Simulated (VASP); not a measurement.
Set up this calculation in VASP 6.6.1, as the native input.

```yaml
Task: single point
Functional: PBEsol
Dispersion: D3(BJ)
Potentials_or_basis: VASP PAW PBE potentials, release 64 (C)
Cutoff: 520 eV
k_mesh: 15 × 15 × 1
Occupations: gaussian, width 0.04 eV
Spin: no spin polarisation
Dipole_correction: yes
Further_INCAR_settings: ALGO = Normal; EDIFF = 1e-06; NBANDS = 11; NELMDL = -8
```

The structure of C lies in POSCAR:

```
C
1.0
    2.4585559940      0.0000000000      0.0000000000
   -1.2292779970      2.1291719474      0.0000000000
    0.0000000000      0.0000000000     26.8011128471
C
2
Direct
    1.0000000000      0.0000000000      0.7033869044
    0.3333333333      0.6666666667      0.7038762608
```

One way to write it, as run:

INCAR

```
SYSTEM = C
PREC = Accurate
ENCUT = 520
EDIFF = 1E-6
ISMEAR = 0
SIGMA = 0.04
LREAL = .False.
LASPH = .True.
NELM = 120
ALGO = Normal
ISIF = 2
LWAVE = .False.
LCHARG = .True.
LDIPOL = .True.
IDIPOL = 3
DIPOL = 0.5 0.5 0.704
GGA = PS
IVDW = 12
LELF = .True.
LVHAR = .True.
LVACPOTAV = .True.
NBANDS = 11
GGA_COMPAT = .False.
NELMDL = -8
```

KPOINTS

```
Automatic mesh
0
Gamma
  15 15 1
  0 0 0
```

Potentials or basis: VASP PAW PBE potentials, release 64 (C).

The run is started by

```bash
$ cat potpaw_PBE.64/C/POTCAR > POTCAR
$ mpirun -np 1 vasp_std > vasp.out
```

Results of the run:

| Quantity | Value |
| --- | --- |
| Largest force | 0.222 eV/Å |
| Band gap on the k mesh | zero (filled and empty bands touch) |
| Dispersion energy per atom | -0.049 eV |

Caveat: the PAW data sets were made with another functional, which shifts forces and pressure a little.

Run time: 110 s on 1 thread of AMD EPYC 7R43 64-Core Processor (Zen 3) (shared host), peak memory 0.19 GiB.
